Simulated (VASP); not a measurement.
# AlNi in VASP: notebook, part 2 of 2

VASP 6.6.1.

## 3. Single point, PBEsol

This run uses another cell than the first one, of 11.74 Å³/atom.

INCAR reads:

```
SYSTEM = AlNi
  PREC = Accurate
  ENCUT = 520
  EDIFF = 1E-6
  ISMEAR = 0
  SIGMA = 0.1
  LREAL = .FALSE.
  LASPH = .TRUE.
  NELM = 60
  ALGO = Normal
  ISIF = 2
  LWAVE = .FALSE.
  LCHARG = .FALSE.
  GGA = PS
  NBANDS = 14
```

KPOINTS reads:

```
Automatic mesh
0
G
  12 12 12
  0 0 0
```

POSCAR reads:

```
AlNi
1.0
    1.9386940000     -1.9531901500      0.0000000000
    1.9386940000      1.9531901500      0.0000000000
    0.0000000000      0.0000000000      3.0994300413
Al Ni
1 1
Direct
    0.0000000000      0.0000000000      0.0000000000
    0.5000000000      0.5000000000      0.5000000000
```

Potentials or basis: VASP PAW PBE potentials, release 64 (Al, Ni).

Started as:

```
cat potpaw_PBE.64/Al/POTCAR potpaw_PBE.64/Ni/POTCAR > POTCAR
mpirun -np 1 vasp_std > vasp.out
```

OUTCAR:

```text
SYSTEM = AlNi
   PREC = Accurate
   ENCUT = 520
   EDIFF = 1E-6
   ISMEAR = 0
   LREAL = .FALSE.
   LASPH = .TRUE.
   NELM = 60
   ISIF = 2
   GGA = PS

 ion  position               nearest neighbor table
   1  0.000  0.000  0.000-   2 2.48   2 2.48   2 2.48   2 2.48   2 2.49   2 2.49   2 2.49   2 2.49

   2  0.500  0.500  0.500-   1 2.48   1 2.48   1 2.48   1 2.48   1 2.49   1 2.49   1 2.49   1 2.49

  LATTYP: Found a base centered orthorhombic cell.
 ALAT       =     3.8773880000
 B/A-ratio  =     1.0074772759
 C/A-ratio  =     0.7993603017

  Lattice vectors:

 A1 = (   1.9386940000,  -1.9531901500,   0.0000000000)
 A2 = (   1.9386940000,   1.9531901500,   0.0000000000)
 A3 = (   0.0000000000,   0.0000000000,   3.0994300413)

Analysis of symmetry for initial positions (statically):
=====================================================================
 Subroutine PRICEL returns:
 Original cell was already a primitive cell.

 Routine SETGRP: Setting up the symmetry group for a
 base centered orthorhombic supercell.

 Subroutine GETGRP returns: Found  8 space group operations
 (whereof  8 operations were pure point group operations)
 out of a pool of  8 trial point group operations.

The static configuration has the point symmetry D_2h.

Analysis of symmetry for dynamics (positions and initial velocities):
=====================================================================
 Subroutine PRICEL returns:
 Original cell was already a primitive cell.

 Routine SETGRP: Setting up the symmetry group for a
 base centered orthorhombic supercell.

 Subroutine GETGRP returns: Found  8 space group operations
 (whereof  8 operations were pure point group operations)
 out of a pool of  8 trial point group operations.

The dynamic configuration has the point symmetry D_2h.

 Subroutine INISYM returns: Found  8 space group operations
 (whereof  8 operations are pure point group operations),
 and found     1 'primitive' translations

[... 123 lines left out ...]
   LEPSILON=     F    determine dielectric tensor
   LRPA    =     F    only Hartree local field effects (RPA)
 non-spin polarized calculation
 Gauss-broadening in eV      SIGMA  =   0.10
  energy-cutoff  :      520.00
  volume of cell :       23.47
 maximum number of plane-waves:       646
   NGX = 11   NGY = 11   NGZ = 11

 number of electron      13.0000022 magnetization

 Free energy of the ion-electron system (eV)
  ---------------------------------------------------
  ext. energy  EPLUGINS =         0.00000000
  ---------------------------------------------------
  free energy    TOTEN  =       -11.54649044 eV

  energy without entropy =      -11.54257564  energy(sigma->0) =      -11.54453304

 E-fermi :  10.1140     XC(G=0): -12.2567

 val. band max:       10.0985985117   @ k =  -0.4167   0.1667   0.2500
 cond. band min:      10.1236251439   @ k =  -0.2500   0.1667   0.3333
 fundamental gap:      0.0250266322
 Fermi energy:        10.1140492062

 k-point     1 :       0.0000    0.0000    0.0000
  band No.  band energies     occupation
      1      -1.1367      2.00000
      2       6.7126      2.00000
      3       6.8630      2.00000
      4       8.4803      2.00000
      5       8.4995      2.00000
      6       8.8001      2.00000
      7      13.0815      0.00000
      8      17.1842      0.00000
      9      17.2276      0.00000
     10      17.3242      0.00000
     11      18.8096      0.00000
     12      24.7657      0.00000
     13      30.5553      0.00000
     14      30.5643      0.00000
[... 377 lines left out ...]
      1       2.6572      2.00000
      2       5.2415      2.00000
      3       7.4443      2.00000
      4       7.5144      2.00000
      5       8.0140      2.00000
      6       8.3414      2.00000
      7       9.9482      1.98098
      8      16.6447      0.00000
      9      17.7536      0.00000
     10      18.6641      0.00000
     11      20.9869      0.00000
     12      21.1317      0.00000
     13      24.0464      0.00000
     14      28.3877      0.00000

 [... further k-points ...]

------------------------ aborting loop because EDIFF is reached ----------------------------------------

  FORCE on cell =-STRESS in cart. coord.  units (eV):
  Direction    XX          YY          ZZ          XY          YZ          ZX
  --------------------------------------------------------------------------------------
  -------------------------------------------------------------------------------------
  Total        0.5494976      0.3037401     -0.6138918      0.0000000      0.0000000      0.0000000
  in kB       37.5068664     20.7322842    -41.9021965      0.0000000      0.0000000      0.0000000
  external PRESSURE =       5.4456514 kB  Pullay stress =       0.0000000 kB

 VOLUME and BASIS-vectors are now :
 -----------------------------------------------------------------------------
  energy-cutoff  :      520.00
  volume of cell :       23.47
      direct lattice vectors                 reciprocal lattice vectors
     1.938694000 -1.953190150  0.000000000     0.257905580 -0.255991461  0.000000000
     1.938694000  1.953190150  0.000000000     0.257905580  0.255991461  0.000000000
     0.000000000  0.000000000  3.099430041     0.000000000  0.000000000  0.322639965

 POSITION                                       TOTAL-FORCE (eV/Angst)
 -----------------------------------------------------------------------------------
      0.00000      0.00000      0.00000         0.000000      0.000000      0.000000
      1.93869      0.00000      1.54972         0.000000      0.000000      0.000000
 -----------------------------------------------------------------------------------
    total drift:                                0.000000      0.000000      0.000000

  FREE ENERGIE OF THE ION-ELECTRON SYSTEM (eV)
  ---------------------------------------------------
  free  energy   TOTEN  =       -11.5464904353 eV

  energy  without entropy=      -11.5425756391  energy(sigma->0) =      -11.54453304
```

It took 25 s on 1 thread of Intel Xeon 6975P-C (Granite Rapids), shared host; peak memory 0.21 GiB.

What came out:

```yaml
Free_energy: -11.5465 eV
Pressure: 0.5 GPa
Band_gap_on_the_k_mesh: zero (an odd number of electrons rules out a gap without spin polarisation)
```

Stress tensor (GPa, compression positive):
```
 3.75  0.00  0.00
 0.00  2.07  0.00
 0.00  0.00 -4.19
```

Caveat: the stress differs along the axes, from -4 to 4 GPa; the PAW data sets were made with another functional, which shifts forces and pressure a little. Spin polarisation is off, so any magnetic state and its effect on volume and gap are missing.

The gap in the log of VASP goes by the Fermi energy; the results here count the filled bands.